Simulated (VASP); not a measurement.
# Ti (P6/mmm) in VASP: notebook, part 2 of 2

VASP 6.6.1. Earlier steps stand in the parts before.

## (3) Single point, BLYP

This run uses another cell than the first one, of 17.54 Å³/atom, 1.030 times its volume.

Contents of INCAR:

```
PREC = Accurate ; ENCUT = 520
EDIFF = 1E-6 ; ISMEAR = -1
SIGMA = 0.05 ; LREAL = F
LASPH = T ; NELM = 100
ALGO = Fast ; ISIF = 2
LWAVE = F ; LCHARG = F
GGA = B5 ; ALDAX = 1.0
AGGAX = 1.0 ; AGGAC = 1.0
ALDAC = 0.0 ; NBANDS = 25
```

Contents of KPOINTS:

```
Automatic mesh
0
Gamma
  7 7 9
```

Contents of POSCAR:

```
Ti
1.0
    4.6121637390      0.0000000000      0.0000000000
   -2.3060818695      3.9942509644      0.0000000000
    0.0000000000      0.0000000000      2.8560292092
Ti
3
Direct
    0.6666666667      0.3333333333      0.5000000000
    0.3333333333      0.6666666667      0.5000000000
    0.0000000000      0.0000000000      0.0000000000
```

Potentials or basis: VASP PAW PBE potentials, release 64 (Ti_sv).

The run is started by

```sh
$ cat potpaw_PBE.64/Ti_sv/POTCAR > POTCAR
$ mpirun -np 1 vasp_std > vasp.out
```

OUTCAR:

```text
PREC = Accurate
   ENCUT = 520
   EDIFF = 1E-6
   ISMEAR = -1
   LREAL = F
   LASPH = T
   NELM = 100
   ISIF = 2
   GGA = B5

 ion  position               nearest neighbor table
   1  0.667  0.333  0.500-   2 2.66   2 2.66   2 2.66
   2  0.333  0.667  0.500-   1 2.66   1 2.66   1 2.66
   3  0.000  0.000  0.000-

  LATTYP: Found a hexagonal cell.
 ALAT       =     4.6121637390
 C/A-ratio  =     0.6192384683

  Lattice vectors:

 A1 = (   4.6121637390,   0.0000000000,   0.0000000000)
 A2 = (  -2.3060818695,   3.9942509644,   0.0000000000)
 A3 = (   0.0000000000,   0.0000000000,   2.8560292092)

Analysis of symmetry for initial positions (statically):
=====================================================================
 Subroutine PRICEL returns:
 Original cell was already a primitive cell.

 Routine SETGRP: Setting up the symmetry group for a
 hexagonal supercell.

 Subroutine GETGRP returns: Found 24 space group operations
 (whereof 24 operations were pure point group operations)
 out of a pool of 24 trial point group operations.

The static configuration has the point symmetry D_6h.

Analysis of symmetry for dynamics (positions and initial velocities):
=====================================================================
 Subroutine PRICEL returns:
 Original cell was already a primitive cell.

 Routine SETGRP: Setting up the symmetry group for a
 hexagonal supercell.

 Subroutine GETGRP returns: Found 24 space group operations
 (whereof 24 operations were pure point group operations)
 out of a pool of 24 trial point group operations.

The dynamic configuration has the point symmetry D_6h.

 Subroutine INISYM returns: Found 24 space group operations
 (whereof 24 operations are pure point group operations),
 and found     1 'primitive' translations

----------------------------------------------------------------------------------------

                                     Primitive cell
[... 105 lines left out ...]
   NUPDOWN=      -1.0000    fix difference up-down
   EMIN   =  10.00;   EMAX   =-10.00  energy-range for DOS
   EFERMI =   0.00;   METHOD = LEGACY
   ISMEAR =    -1;   SIGMA  =   0.05  broadening in eV -4-tet -1-fermi 0-gaus
   EFERMI_NEDOS =   21; number of points for ismear=-14 and -15
   IALGO  =     68    algorithm
   IMIX   =      4    mixing-type and parameters
     AMIX     =   0.40;   BMIX     =  1.00
     AMIX_MAG =   1.60;   BMIX_MAG =  1.00
  volume/ion in A,a.u.               =      17.54       118.35
  Fermi-wavevector in a.u.,A,eV,Ry     =   1.442585  2.726090 28.314426  2.081052
  Thomas-Fermi vector in A             =   2.561089
   LORBIT       =      0    0 simple, 1 ext, 2 COOP (PROOUT), +10 PAW based schemes
   GGA     = B5    functional components
   LHFCALC =     F    Hartree Fock is set to
   AEXX    =    0.0000 exact exchange contribution
   IVDW    =     0    specifies the selected vdW correction
   LEPSILON=     F    determine dielectric tensor
   LRPA    =     F    only Hartree local field effects (RPA)
 non-spin polarized calculation
 RMM-DIIS sequential band-by-band and
  energy-cutoff  :      520.00
  volume of cell :       52.61
 maximum number of plane-waves:      1432
 NGX is ok and might be reduce to    36
   NGX = 17   NGY = 17   NGZ = 11

 number of electron      35.9999986 magnetization

 Free energy of the ion-electron system (eV)
  ---------------------------------------------------
  ext. energy  EPLUGINS =         0.00000000
  ---------------------------------------------------
  free energy    TOTEN  =       -20.32549241 eV

  energy without entropy =      -20.30033868  energy(sigma->0) =      -20.31291555

 E-fermi :   8.5726     XC(G=0): -10.9177

 val. band max:        8.5691308455   @ k =   0.2857   0.0000   0.1111
 cond. band min:       8.5998538171   @ k =   0.2857   0.1429   0.0000
 fundamental gap:      0.0307229716
 Fermi energy:         8.5725795644

 k-point     1 :       0.0000    0.0000    0.0000
  band No.  band energies     occupation
      1     -48.1388      2.00000
      2     -47.8638      2.00000
      3     -47.7084      2.00000
      4     -24.6153      2.00000
      5     -24.6153      2.00000
      6     -24.4812      2.00000
[... 661 lines left out ...]
     24      11.0062      0.00000
     25      11.0390      0.00000

 [... further k-points ...]
[... 5 lines left out ...]
  --------------------------------------------------------------------------------------
  -------------------------------------------------------------------------------------
  Total        0.0004848      0.0004848     -0.0069026      0.0000000      0.0000000     -0.0000000
  in kB        0.0147620      0.0147620     -0.2101928      0.0000000      0.0000000     -0.0000000
  external PRESSURE =      -0.0602229 kB  Pullay stress =       0.0000000 kB

 VOLUME and BASIS-vectors are now :
 -----------------------------------------------------------------------------
  energy-cutoff  :      520.00
  volume of cell :       52.61
      direct lattice vectors                 reciprocal lattice vectors
     4.612163739  0.000000000  0.000000000     0.216817975  0.125179916  0.000000000
    -2.306081869  3.994250964  0.000000000     0.000000000  0.250359832  0.000000000
     0.000000000  0.000000000  2.856029209     0.000000000  0.000000000  0.350136475

 POSITION                                       TOTAL-FORCE (eV/Angst)
 -----------------------------------------------------------------------------------
      2.30608      1.33142      1.42801         0.000000     -0.000000      0.000000
     -0.00000      2.66283      1.42801        -0.000000      0.000000     -0.000000
      0.00000      0.00000      0.00000        -0.000000      0.000000      0.000000
 -----------------------------------------------------------------------------------
    total drift:                                0.000000      0.000000     -0.000000

  FREE ENERGIE OF THE ION-ELECTRON SYSTEM (eV)
  ---------------------------------------------------
  free  energy   TOTEN  =       -20.3254924086 eV

  energy  without entropy=      -20.3003386830  energy(sigma->0) =      -20.31291555
```

stdout:

```text
POSCAR found type information on POSCAR Ti
 POSCAR found :  1 types and       3 ions
 scaLAPACK will be used
 -----------------------------------------------------------------------------
|                                                                             |
|                                                                             |
|     You enforced a specific xc type in the INCAR file but a different       |
|     I HOPE YOU KNOW WHAT YOU ARE DOING!                                     |
|                                                                             |
 -----------------------------------------------------------------------------

 LDA part: xc-table for (Slater(with rela. corr.)+VWN5), standard interpolation
 POSCAR, INCAR and KPOINTS ok, starting setup
 FFT: planning ... GRIDC
 FFT: planning ... GRID_SOFT
 FFT: planning ... GRID
 WAVECAR not read
 entering main loop
WARNING in EDDRMM: call to ZHEGV failed, returncode =   8  4     10
WARNING in EDDRMM: call to ZHEGV failed, returncode =   8  4      8
WARNING in EDDRMM: call to ZHEGV failed, returncode =   8  4     20
WARNING in EDDRMM: call to ZHEGV failed, returncode =   8  4     20
WARNING in EDDRMM: call to ZHEGV failed, returncode =   8  4     14
WARNING in EDDRMM: call to ZHEGV failed, returncode =   8  4      5
WARNING in EDDRMM: call to ZHEGV failed, returncode =   8  4     20
WARNING in EDDRMM: call to ZHEGV failed, returncode =   6  3     19
```

Wall time 4.2 min (1 thread of Intel Xeon Platinum 8259CL at 2.50GHz (Skylake/Cascade Lake), shared host); peak memory 0.19 GiB.

What came out:

| Property | Result |
| --- | --- |
| Free energy | -20.3255 eV |
| Pressure | 0.0 GPa |
| Band gap on the k mesh | zero (band 18 reaches 8.73 eV, above the bottom of band 19 at 8.49 eV) |

Levels at points of the mesh, in eV from the Fermi level:
| k point | band 14 | band 15 | band 16 | band 17 | band 18 | band 19 | band 20 | band 21 | band 22 | band 23 |
| --- | --- | --- | --- | --- | --- | --- | --- | --- | --- | --- |
| (0.00, 0.00, 0.00) | -1.88 | -0.65 | -0.65 | -0.56 | -0.56 | -0.04 | 0.62 | 1.19 | 1.19 | 1.68 |

Caveat: the PAW data sets were made with another functional, which shifts forces and pressure a little.

## (4) Single point, revPBE+D4 (volume scaled by 1.15)

Contents of INCAR:

```
SYSTEM = Ti
ALGO = Normal
EDIFF = 1E-6
ENCUT = 520
GGA = RE
ISIF = 2
ISMEAR = 1
IVDW = 13
LASPH = .True.
LCHARG = .False.
LREAL = .False.
LWAVE = .False.
NBANDS = 25
NELM = 60
PREC = Accurate
SIGMA = 0.1
```

Contents of KPOINTS:

```
k-points
0
Gamma
  7 7 9
  0 0 0
```

Contents of POSCAR:

```
Ti
1.0
    4.7851909000      0.0000000000      0.0000000000
   -2.3925954500      4.1440968814      0.0000000000
    0.0000000000      0.0000000000      2.9610266000
Ti
3
Direct
    0.6666666667      0.3333333333      0.5000000000
    0.3333333333      0.6666666667      0.5000000000
    0.0000000000      0.0000000000      0.0000000000
```

Potentials or basis: VASP PAW PBE potentials, release 64 (Ti_sv).

The run is started by

```sh
$ cat potpaw_PBE.64/Ti_sv/POTCAR > POTCAR
$ mpirun -np 1 vasp_std > vasp.out
```

OUTCAR:

```text
SYSTEM = Ti
   EDIFF = 1E-6
   ENCUT = 520
   GGA = RE
   ISIF = 2
   ISMEAR = 1
   IVDW = 13
   LASPH = .True.
   LREAL = .False.
   NELM = 60
   PREC = Accurate

 ion  position               nearest neighbor table
   1  0.667  0.333  0.500-   2 2.76   2 2.76   2 2.76
   2  0.333  0.667  0.500-   1 2.76   1 2.76   1 2.76
   3  0.000  0.000  0.000-

  LATTYP: Found a hexagonal cell.
 ALAT       =     4.7851909000
 C/A-ratio  =     0.6187896495

  Lattice vectors:

 A1 = (   4.7851909000,   0.0000000000,   0.0000000000)
 A2 = (  -2.3925954500,   4.1440968814,   0.0000000000)
 A3 = (   0.0000000000,   0.0000000000,   2.9610266000)

Analysis of symmetry for initial positions (statically):
=====================================================================
 Subroutine PRICEL returns:
 Original cell was already a primitive cell.

 Routine SETGRP: Setting up the symmetry group for a
 hexagonal supercell.

 Subroutine GETGRP returns: Found 24 space group operations
 (whereof 24 operations were pure point group operations)
 out of a pool of 24 trial point group operations.

The static configuration has the point symmetry D_6h.

Analysis of symmetry for dynamics (positions and initial velocities):
=====================================================================
 Subroutine PRICEL returns:
 Original cell was already a primitive cell.

 Routine SETGRP: Setting up the symmetry group for a
 hexagonal supercell.

 Subroutine GETGRP returns: Found 24 space group operations
 (whereof 24 operations were pure point group operations)
 out of a pool of 24 trial point group operations.

The dynamic configuration has the point symmetry D_6h.

 Subroutine INISYM returns: Found 24 space group operations
 (whereof 24 operations are pure point group operations),
 and found     1 'primitive' translations

----------------------------------------------------------------------------------------

[... 113 lines left out ...]
     AMIX     =   0.40;   BMIX     =  1.00
     AMIX_MAG =   1.60;   BMIX_MAG =  1.00
  volume/ion in A,a.u.               =      19.57       132.08
  Fermi-wavevector in a.u.,A,eV,Ry     =   1.390759  2.628153 26.316528  1.934210
  Thomas-Fermi vector in A             =   2.514663
   LORBIT       =      0    0 simple, 1 ext, 2 COOP (PROOUT), +10 PAW based schemes
   GGA     = RE    functional components
   LHFCALC =     F    Hartree Fock is set to
   AEXX    =    0.0000 exact exchange contribution
   IVDW    =    13    specifies the selected vdW correction
   LEPSILON=     F    determine dielectric tensor
   LRPA    =     F    only Hartree local field effects (RPA)
 non-spin polarized calculation
 Methfessel and Paxton  Order N= 1 SIGMA  =   0.10
  energy-cutoff  :      520.00
  volume of cell :       58.72
 maximum number of plane-waves:      1601
 NGX is ok and might be reduce to    36
   NGX = 17   NGY = 17   NGZ = 11

 number of electron      35.9999996 magnetization

 Free energy of the ion-electron system (eV)
  ---------------------------------------------------
  ext. energy  EPLUGINS =         0.00000000
  ---------------------------------------------------
  free energy    TOTEN  =       -22.35130611 eV

  energy without entropy =      -22.35349296  energy(sigma->0) =      -22.35203506

 E-fermi :   7.1047     XC(G=0): -10.8652

 val. band max:        7.0920432550   @ k =   0.2857   0.2857   0.3333
 cond. band min:       7.1261476615   @ k =   0.4286   0.0000   0.1111
 fundamental gap:      0.0341044065
 Fermi energy:         7.1047170264

 k-point     1 :       0.0000    0.0000    0.0000
  band No.  band energies     occupation
      1     -50.1571      2.00000
      2     -49.8708      2.00000
      3     -49.7685      2.00000
      4     -26.3798      2.00000
      5     -26.3798      2.00000
      6     -26.1834      2.00000
[... 661 lines left out ...]
     24       9.2882      0.00000
     25       9.2970      0.00000

 [... further k-points ...]

------------------------ aborting loop because EDIFF is reached ----------------------------------------

  DFT-D4 for vdW energy calculation

  Edisp (eV):   -0.81727

  FORCE on cell =-STRESS in cart. coord.  units (eV):
  Direction    XX          YY          ZZ          XY          YZ          ZX
  --------------------------------------------------------------------------------------
  -------------------------------------------------------------------------------------
  Total      -4.32982    -4.32982    -4.62440     0.00000     0.00000    -0.00000
  in kB    -118.14319  -118.14319  -126.18103     0.00000     0.00000    -0.00000
  external pressure =     -120.82 kB  Pullay stress =        0.00 kB

 VOLUME and BASIS-vectors are now :
 -----------------------------------------------------------------------------
  energy-cutoff  :      520.00
  volume of cell :       58.72
      direct lattice vectors                 reciprocal lattice vectors
     4.785190900  0.000000000  0.000000000     0.208978079  0.120653550  0.000000000
    -2.392595450  4.144096881  0.000000000     0.000000000  0.241307100  0.000000000
     0.000000000  0.000000000  2.961026600     0.000000000  0.000000000  0.337720708

 POSITION                                       TOTAL-FORCE (eV/Angst)
 -----------------------------------------------------------------------------------
      2.39260      1.38137      1.48051         0.000000      0.000000      0.000000
     -0.00000      2.76273      1.48051        -0.000000     -0.000000     -0.000000
      0.00000      0.00000      0.00000        -0.000000      0.000000      0.000000
 -----------------------------------------------------------------------------------
    total drift:                                0.000000      0.000000     -0.000000

  FREE ENERGIE OF THE ION-ELECTRON SYSTEM (eV)
  ---------------------------------------------------
  free  energy   TOTEN  =       -23.1685769239 eV

  energy  without entropy=      -23.1707637712  energy(sigma->0) =      -23.16930587
```

OSZICAR:

```text
N       E                     dE             d eps       ncg     rms          rms(c)
DAV:   1     0.428978337320E+03    0.42898E+03   -0.18846E+04  2000   0.174E+03
DAV:   2     0.217195137937E+02   -0.40726E+03   -0.40094E+03  2040   0.511E+02
DAV:   3    -0.221535778978E+02   -0.43873E+02   -0.42747E+02  3715   0.145E+02
DAV:   4    -0.258027751191E+02   -0.36492E+01   -0.36287E+01  2827   0.367E+01
DAV:   5    -0.260252102184E+02   -0.22244E+00   -0.22236E+00  3108   0.747E+00    0.132E+01
DAV:   6    -0.223369391321E+02    0.36883E+01   -0.14313E+01  2433   0.341E+01    0.306E+00
DAV:   7    -0.223760424063E+02   -0.39103E-01   -0.15145E+00  3299   0.964E+00    0.310E+00
DAV:   8    -0.223494262833E+02    0.26616E-01   -0.66226E-01  2969   0.470E+00    0.237E+00
DAV:   9    -0.223653564580E+02   -0.15930E-01   -0.24474E-01  2748   0.525E+00    0.877E-01
DAV:  10    -0.223507275908E+02    0.14629E-01   -0.87866E-02  2786   0.247E+00    0.128E-01
DAV:  11    -0.223512171064E+02   -0.48952E-03   -0.60189E-03  2958   0.543E-01    0.974E-02
DAV:  12    -0.223513184555E+02   -0.10135E-03   -0.35091E-04  2762   0.150E-01    0.375E-02
DAV:  13    -0.223513055600E+02    0.12895E-04   -0.10286E-04  3013   0.591E-02    0.529E-03
DAV:  14    -0.223513061082E+02   -0.54825E-06   -0.52633E-06  2350   0.226E-02
   1 F= -.23168577E+02 E0= -.23169306E+02  d E =0.218685E-02
```

stdout:

```text
POSCAR found type information on POSCAR Ti
 POSCAR found :  1 types and       3 ions
 scaLAPACK will be used
 -----------------------------------------------------------------------------
|                                                                             |
|                                                                             |
|     You enforced a specific xc type in the INCAR file but a different       |
|     I HOPE YOU KNOW WHAT YOU ARE DOING!                                     |
|                                                                             |
 -----------------------------------------------------------------------------

 LDA part: xc-table for (Slater+PW92), standard interpolation
 POSCAR, INCAR and KPOINTS ok, starting setup
 FFT: planning ... GRIDC
 FFT: planning ... GRID_SOFT
 FFT: planning ... GRID
 WAVECAR not read
 entering main loop
```

Run time: 94 s. Hardware: 1 thread of Intel Xeon 8259CL, shared host; peak memory 0.19 GiB.

What came out:

```
Free energy                : -23.1686 eV
Pressure                   : -12.1 GPa
Band gap on the k mesh     : zero (band 18 reaches 7.28 eV, above the bottom of band 19 at 7.06 eV)
Dispersion energy per atom : -0.272 eV
```

Levels at points of the mesh, in eV from the Fermi level:
```csv
k point,band 16,band 17,band 18,band 19,band 20,band 21
"(0.00, 0.00, 0.00)",-0.67,-0.57,-0.57,-0.04,0.61,1.13
```

Caveat: the cell differs from its parent crystal (volume scaled by 1.15); the PAW data sets were made with another functional, which shifts forces and pressure a little; pairwise dispersion overbinds metals, which lowers pressure and volume.

## (5) Single point, PBE0

Contents of POSCAR:

```
Ti
1.0
    4.5673748306      0.0000000000      0.0000000000
   -2.2836874153      3.9554626319      0.0000000000
    0.0000000000      0.0000000000      2.8262442700
Ti
3
Direct
    0.6666666667      0.3333333333      0.5000000000
    0.3333333333      0.6666666667      0.5000000000
    0.0000000000      0.0000000000      0.0000000000
```

Contents of INCAR.step1:

```
SYSTEM = Ti
PREC = Accurate
ENCUT = 520
EDIFF = 1E-5
ISMEAR = -1
SIGMA = 0.05
LREAL = .FALSE.
LASPH = .TRUE.
NELM = 100
ALGO = Normal
ISIF = 2
LWAVE = .TRUE.
LCHARG = .FALSE.
NBANDS = 25
GGA = PE
```

Contents of INCAR.step2:

```
SYSTEM = Ti
PREC = Accurate
ENCUT = 520
EDIFF = 1E-6
ISMEAR = -1
SIGMA = 0.05
LREAL = .FALSE.
LASPH = .TRUE.
NELM = 100
ALGO = Normal
ISIF = 2
LWAVE = .FALSE.
LCHARG = .FALSE.
GGA = PE
LHFCALC = .TRUE.
AEXX = 0.25
PRECFOCK = Normal
NBANDS = 25
ISTART = 1
```

Contents of KPOINTS:

```
Automatic mesh
0
G
  4 4 5
  0 0 0
```

The run is started by

```sh
$ cat potpaw_PBE.64/Ti_sv/POTCAR > POTCAR
$ cp INCAR.step1 INCAR
$ mpirun -np 1 vasp_std > vasp.out
$ cp INCAR.step2 INCAR
$ mpirun -np 1 vasp_std > vasp.out
```

Wall time 49 min (1 thread of AMD EPYC 9R45 (Zen 5), shared host); peak memory 0.16 GiB.

The run converged, but its numbers aren't listed here, since they failed a check.

Caveat: the k points lie up to 0.44 Å⁻¹ apart; the mesh shows a gap though the element is a metal; the PAW data sets were made with another functional, which shifts forces and pressure a little.

## (6) Overview

```tsv
task	level	cell	cutoff (eV)	smearing	gap on the mesh (eV)	pressure (GPa)
relaxation of cell and atoms	PBE	relaxed from a = 4.567, b = 4.567, c = 2.826 Å, angles 90.0, 90.0, 120.0°, 3 atoms	600	fermi-dirac 0.05 eV	none	0.0
single point	BLYP	a = 4.612, b = 4.612, c = 2.856 Å, angles 90.0, 90.0, 120.0°, 3 atoms	520	fermi-dirac 0.05 eV	none	0.0
single point	revPBE+D4	a = 4.785, b = 4.785, c = 2.961 Å, angles 90.0, 90.0, 120.0°, 3 atoms	520	methfessel-paxton 0.1 eV	none	-12.1
```

Alike in all rows: potentials or basis VASP PAW PBE potentials, release 64 (Ti_sv); no spin polarisation; k mesh 7 × 7 × 9.

Caveats: the PAW data sets were made with another functional, which shifts forces and pressure a little (some runs); pairwise dispersion overbinds metals, which lowers pressure and volume (some runs).

Total energies depend on the potentials used, so only differences within one code and one set of settings carry meaning.
